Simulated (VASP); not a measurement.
# KRh (L10 type) (P4/mmm) in VASP: notebook

KRh (L10 type) is run at these levels: LDA; tasks: electric field gradients.

Program: VASP 6.6.1. These are calculated values, not measurements. Logs are shortened: lines on timing, memory, paths and dates and some standing lists are left out, and cuts for length are marked.

## (1) The cell of the first run

Symmetry: P4/mmm, No. 123, tetragonal system. The conventional cell has a = 2.683 Å, b = 2.683 Å, c = 5.224 Å, α = 90.00°, β = 90.00°, γ = 90.00°. Within 3.5 Å of K (site symmetry 4/mmm) lie 4 K at 2.68 Å and 8 Rh at 3.23 Å. Within 3.5 Å of Rh (site symmetry 4/mmm) lie 4 Rh at 2.68 Å and 8 K at 3.23 Å.

## (2) Electric field gradients, LDA

The input, INCAR:

```
  PREC = Accurate
  ENCUT = 460
  EDIFF = 1E-8
  ISMEAR = -1
  SIGMA = 0.05
  LREAL = F
  LASPH = T
  NELM = 120
  ALGO = Normal
  ISIF = 2
  LWAVE = F
  LCHARG = F
  LEFG = T
  NBANDS = 20
  GGA_COMPAT = F
```

The input, KPOINTS:

```
regular mesh
0
Gamma
  9 9 7
```

The input, POSCAR:

```
KRh
1.0
    2.6833142247      0.0000000000      0.0000000000
    0.0000000000      2.6833142247      0.0000000000
    0.0000000000      0.0000000000      5.2238820139
K Rh
1 1
Direct
    0.0000000000      0.0000000000      0.0000000000
    0.5000000000      0.5000000000      0.5000000000
```

Potentials or basis: VASP PAW LDA potentials, release 64 (K_sv, Rh_sv_GW).

Run with:

```sh
$ cat potpaw_LDA.64/K_sv/POTCAR potpaw_LDA.64/Rh_sv_GW/POTCAR > POTCAR
$ mpirun -np 1 vasp_std > vasp.out
```

OUTCAR:

```text
PREC = Accurate
   ENCUT = 460
   EDIFF = 1E-8
   ISMEAR = -1
   LREAL = F
   LASPH = T
   NELM = 120
   ISIF = 2

 ion  position               nearest neighbor table
   1  0.000  0.000  0.000-   2 3.23   2 3.23   2 3.23   2 3.23   2 3.23   2 3.23   2 3.23   2 3.23

   2  0.500  0.500  0.500-   1 3.23   1 3.23   1 3.23   1 3.23   1 3.23   1 3.23   1 3.23   1 3.23

  LATTYP: Found a simple tetragonal cell.
 ALAT       =     2.6833142247
 C/A-ratio  =     1.9468021918

  Lattice vectors:

 A1 = (   2.6833142247,   0.0000000000,   0.0000000000)
 A2 = (   0.0000000000,   2.6833142247,   0.0000000000)
 A3 = (   0.0000000000,   0.0000000000,   5.2238820139)

Analysis of symmetry for initial positions (statically):
=====================================================================
 Subroutine PRICEL returns:
 Original cell was already a primitive cell.

 Routine SETGRP: Setting up the symmetry group for a
 simple tetragonal supercell.

 Subroutine GETGRP returns: Found 16 space group operations
 (whereof 16 operations were pure point group operations)
 out of a pool of 16 trial point group operations.

The static configuration has the point symmetry D_4h.

Analysis of symmetry for dynamics (positions and initial velocities):
=====================================================================
 Subroutine PRICEL returns:
 Original cell was already a primitive cell.

 Routine SETGRP: Setting up the symmetry group for a
 simple tetragonal supercell.

 Subroutine GETGRP returns: Found 16 space group operations
 (whereof 16 operations were pure point group operations)
 out of a pool of 16 trial point group operations.

The dynamic configuration has the point symmetry D_4h.

 Subroutine INISYM returns: Found 16 space group operations
 (whereof 16 operations are pure point group operations),
 and found     1 'primitive' translations

----------------------------------------------------------------------------------------

                                     Primitive cell

  volume of cell :      37.6129

  direct lattice vectors                    reciprocal lattice vectors
     2.683314225  0.000000000  0.000000000     0.372673461  0.000000000  0.000000000
     0.000000000  2.683314225  0.000000000     0.000000000  0.372673461  0.000000000
     0.000000000  0.000000000  5.223882014     0.000000000  0.000000000  0.191428520

  length of vectors
     2.683314225  2.683314225  5.223882014     0.372673461  0.372673461  0.191428520

  position of ions in fractional coordinates (direct lattice)
     0.000000000  0.000000000  0.000000000
     0.500000000  0.500000000  0.500000000

  ion indices of the primitive-cell ions
   primitive index   ion index
                 1           1
                 2           2

----------------------------------------------------------------------------------------

 KPOINTS: regular mesh

Automatic generation of k-mesh.
 Grid dimensions read from file:
 generate k-points for:    9    9    7

 Generating k-lattice:

  Cartesian coordinates                     Fractional coordinates (reciprocal lattice)
     0.041408162  0.000000000  0.000000000     0.111111111  0.000000000  0.000000000
     0.000000000  0.041408162  0.000000000     0.000000000  0.111111111  0.000000000
     0.000000000  0.000000000  0.027346931     0.000000000  0.000000000  0.142857143

  Length of vectors
     0.041408162  0.041408162  0.027346931

  Shift w.r.t. Gamma in fractional coordinates (k-lattice)
     0.000000000  0.000000000  0.000000000

 Subroutine IBZKPT returns following result:
 ===========================================

 Found     60 irreducible k-points:

 Following reciprocal coordinates:
            Coordinates               Weight
  0.000000  0.000000  0.000000      1.000000
  0.111111  0.000000  0.000000      4.000000
  0.222222  0.000000  0.000000      4.000000
  0.333333  0.000000  0.000000      4.000000
  0.444444  0.000000  0.000000      4.000000
  0.111111  0.111111  0.000000      4.000000
[... 16 lines left out ...]
  0.333333  0.111111  0.142857     16.000000
  0.444444  0.111111  0.142857     16.000000
 [... further k-points ...]
   k-points           NKPTS =     60   k-points in BZ     NKDIM =     60   number of bands    NBANDS=     20
   number of dos      NEDOS =    301   number of ions     NIONS =      2
   total plane-waves  NPLWV =  16000
   dimension x,y,z NGX =    20 NGY =   20 NGZ =   40
   dimension x,y,z NGXF=    40 NGYF=   40 NGZF=   80
   ions per type =               1   1
   NGX,Y,Z   is equivalent  to a cutoff of  12.39, 12.39, 12.73 a.u.
   NGXF,Y,Z  is equivalent  to a cutoff of  24.78, 24.78, 25.46 a.u.
 SYSTEM =  unknown system
   PREC   = accura    normal or accurate (medium, high low for compatibility)
   ISTART =      0    job   : 0-new  1-cont  2-samecut
   ICHARG =      2    charge: 1-file 2-atom 10-const
   ISPIN  =      1    spin polarized calculation?
   LNONCOLLINEAR =      F non collinear calculations
   LSORBIT =      F    spin-orbit coupling
   LASPH  =      T    aspherical Exc in radial PAW
   ENCUT  =  460.0 eV  33.81 Ry    5.81 a.u.   4.69  4.69  9.14*2*pi/ulx,y,z
   NELM   =    120;   NELMIN=  2; NELMDL= -5     # of ELM steps
   EDIFF  = 0.1E-07   stopping-criterion for ELM
   LREAL  =      F    real-space projection
   EDIFFG = 0.1E-06   stopping-criterion for IOM
   NSW    =      0    number of steps for IOM
   IBRION =     -1    ionic relax: 0-MD 1-quasi-New 2-CG
   NFREE  =      0    steps in history (QN), initial steepest desc. (CG)
   ISIF   =      2    stress and relaxation
   ISYM   =      2    0-nonsym 1-usesym 2-fastsym
   POTIM  = 0.5000    time-step for ionic-motion
   TEBEG  =    0.0;   TEEND  =   0.0 temperature during run
   PSTRESS=    0.0 pullay stress
   NELECT =      26.0000    total number of electrons
   NUPDOWN=      -1.0000    fix difference up-down
   EMIN   =  10.00;   EMAX   =-10.00  energy-range for DOS
   EFERMI =   0.00;   METHOD = LEGACY
   ISMEAR =    -1;   SIGMA  =   0.05  broadening in eV -4-tet -1-fermi 0-gaus
   EFERMI_NEDOS =   21; number of points for ismear=-14 and -15
   IALGO  =     38    algorithm
   IMIX   =      4    mixing-type and parameters
     AMIX     =   0.40;   BMIX     =  1.00
     AMIX_MAG =   1.60;   BMIX_MAG =  1.00
  volume/ion in A,a.u.               =      18.81       126.91
  Fermi-wavevector in a.u.,A,eV,Ry     =   1.447506  2.735390 28.507941  2.095275
  Thomas-Fermi vector in A             =   2.565453
   LORBIT       =      0    0 simple, 1 ext, 2 COOP (PROOUT), +10 PAW based schemes
   GGA     = CA    functional components
   LHFCALC =     F    Hartree Fock is set to
   AEXX    =    0.0000 exact exchange contribution
   IVDW    =     0    specifies the selected vdW correction
   LEPSILON=     F    determine dielectric tensor
   LRPA    =     F    only Hartree local field effects (RPA)
 non-spin polarized calculation
  energy-cutoff  :      460.00
  volume of cell :       37.61
 maximum number of plane-waves:       866
 NGX is ok and might be reduce to    20
   NGX =  9   NGY =  9   NGZ = 19

 number of electron      25.9999993 magnetization

 Free energy of the ion-electron system (eV)
  ---------------------------------------------------
  ext. energy  EPLUGINS =         0.00000000
  ---------------------------------------------------
  free energy    TOTEN  =        -7.34388702 eV

  energy without entropy =       -7.32069498  energy(sigma->0) =       -7.33229100

 E-fermi :   5.1474     XC(G=0): -11.5345

 val. band max:        5.1334274726   @ k =   0.3333   0.1111   0.2857
 cond. band min:       5.1561461984   @ k =   0.2222   0.0000   0.0000
 fundamental gap:      0.0227187258
 Fermi energy:         5.1474234500

 k-point     1 :       0.0000    0.0000    0.0000
  band No.  band energies     occupation
      1     -72.1269      2.00000
      2     -40.1392      2.00000
      3     -40.1392      2.00000
      4     -40.0901      2.00000
      5     -26.6121      2.00000
      6     -10.0567      2.00000
[... 12 lines left out ...]
     19      15.1666      0.00000
     20      15.9717      0.00000

 k-point     2 :       0.1111    0.0000    0.0000
  band No.  band energies     occupation
      1     -72.1222      2.00000
      2     -40.1880      2.00000
      3     -40.1356      2.00000
      4     -40.0848      2.00000
      5     -26.5399      2.00000
      6      -9.9918      2.00000
[... 498 lines left out ...]
 k-point    24 :       0.4444    0.1111    0.1429
  band No.  band energies     occupation
      1     -72.0831      2.00000
      2     -40.5291      2.00000
      3     -40.1531      2.00000
      4     -40.0435      2.00000
      5     -25.8934      2.00000
      6     -11.6652      2.00000
[... 12 lines left out ...]
     19      14.3090      0.00000
     20      15.3267      0.00000

 [... further k-points ...]

------------------------ aborting loop because EDIFF is reached ----------------------------------------

  FORCE on cell =-STRESS in cart. coord.  units (eV):
  Direction    XX          YY          ZZ          XY          YZ          ZX
  --------------------------------------------------------------------------------------
  -------------------------------------------------------------------------------------
  Total        0.0660654      0.0660654     -0.4287401      0.0000000      0.0000000      0.0000000
  in kB        2.8141574      2.8141574    -18.2628367      0.0000000      0.0000000      0.0000000
  external PRESSURE =      -4.2115073 kB  Pullay stress =       0.0000000 kB

 VOLUME and BASIS-vectors are now :
 -----------------------------------------------------------------------------
  energy-cutoff  :      460.00
  volume of cell :       37.61
      direct lattice vectors                 reciprocal lattice vectors
     2.683314225  0.000000000  0.000000000     0.372673461  0.000000000  0.000000000
     0.000000000  2.683314225  0.000000000     0.000000000  0.372673461  0.000000000
     0.000000000  0.000000000  5.223882014     0.000000000  0.000000000  0.191428520

 POSITION                                       TOTAL-FORCE (eV/Angst)
 -----------------------------------------------------------------------------------
      0.00000      0.00000      0.00000         0.000000      0.000000      0.000000
      1.34166      1.34166      2.61194         0.000000      0.000000      0.000000
 -----------------------------------------------------------------------------------
    total drift:                               -0.000000      0.000000      0.000000

  FREE ENERGIE OF THE ION-ELECTRON SYSTEM (eV)
  ---------------------------------------------------
  free  energy   TOTEN  =        -7.3438870170 eV

  energy  without entropy=       -7.3206949752  energy(sigma->0) =       -7.33229100

 Electric field gradients (V/A^2)
---------------------------------------------------------------------
 ion       V_xx      V_yy      V_zz      V_xy      V_xz      V_yz
---------------------------------------------------------------------
   1      43.313    43.313   -86.625    -0.000     0.000     0.000
   2      16.804    16.804   -33.608    -0.000    -0.000     0.000
---------------------------------------------------------------------

 Electric field gradients after diagonalization (V/A^2)
 (convention: |V_zz| > |V_xx| > |V_yy|)
----------------------------------------------------------------------
 ion       V_xx      V_yy      V_zz     asymmetry (V_yy - V_xx)/ V_zz
----------------------------------------------------------------------
   1      43.313    43.313   -86.625       0.000
   2      16.804    16.804   -33.608       0.000
----------------------------------------------------------------------

           NMR quadrupolar parameters

 Cq : quadrupolar parameter    Cq=e*Q*V_zz/h
 eta: asymmetry parameters     (V_yy - V_xx)/ V_zz
 Q  : nuclear electric quadrupole moment in mb (millibarn)
----------------------------------------------------------------------
 ion       Cq(MHz)       eta       Q (mb)
----------------------------------------------------------------------
   1      -0.209       0.000       1.000
   2      -0.081       0.000       1.000
----------------------------------------------------------------------
```

Run time: 21 s. Hardware: 1 thread of Intel Xeon 6975P-C (Granite Rapids), shared host; peak memory 0.17 GiB.

Results:

- Free energy: -7.3439 eV
- Pressure: -0.4 GPa
- Band gap on the k mesh: zero (bands 13 and 14 overlap by 1.96 eV)
- Largest electric field gradient by atom: K -86.6; Rh -33.6 V/Å²

Levels at points of the mesh, in eV from the Fermi level:
| k point | band 11 | band 12 | band 13 | band 14 | band 15 | band 16 |
| --- | --- | --- | --- | --- | --- | --- |
| (0.00, 0.00, 0.00) | -2.69 | -0.12 | -0.12 | 0.75 | 2.46 | 2.70 |

Electric field gradients, principal values (V/Å²):
```csv
atom,least,middle,greatest (by size)
1 K,43.313,43.313,-86.625
2 Rh,16.804,16.804,-33.608
```

Caveat: without QUAD_EFG the Cq values of the log hold for a quadrupole moment of 1 mb, not for the nuclei.

(Part 1 of 2 ends here.)

The gap in the log of VASP goes by the Fermi energy; the results here count the filled bands.